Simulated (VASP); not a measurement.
Input of a VASP 6.6.1 run:

The input INCAR:

```
SYSTEM = VPt3
PREC = Accurate
ENCUT = 520
EDIFF = 1E-6
ISMEAR = -1
SIGMA = 0.15
LREAL = .False.
LASPH = .True.
NELM = 150
ALGO = Normal
ISIF = 2
LWAVE = .False.
LCHARG = .False.
ISPIN = 2
MAGMOM = 1.5 0 0 0
LORBIT = 11
LMAXMIX = 4
GGA = CA
NBANDS = 34
```

Contents of KPOINTS:

```
Automatic mesh
0
Gamma
  6 6 6
  0 0 0
```

Contents of POSCAR:

```
VPt3
1.0
    3.8700000000      0.0000000000      0.0000000000
    0.0000000000      3.8700000000      0.0000000000
    0.0000000000      0.0000000000      3.8700000000
V Pt
1 3
Direct
   -0.0051679587      0.0000000000      0.0000000000
    0.0000000000      0.5000000000      0.5000000000
    0.5000000000      0.0000000000      0.5000000000
    0.5000000000      0.5000000000      0.0000000000
```

Potentials or basis: VASP PAW LDA potentials, release 64 (V_sv, Pt).

Command:

```bash
$ cat potpaw_LDA.64/V_sv/POTCAR potpaw_LDA.64/Pt/POTCAR > POTCAR
$ mpirun -np 1 vasp_std > vasp.out
```

Problem. What does it give for the net moment?

Solution. 0.00 μB per cell.

Problem. Estimate the pressure.

Solution. -5.4 GPa.

Forces on the atoms (eV/Å):
```
V    0.076  0.000  0.000
Pt  -0.022  0.000  0.000
Pt  -0.027  0.000  0.000
Pt  -0.027  0.000  0.000
```

Caveat: the cell stands under tension; the moments typed at the start vanished in this run.
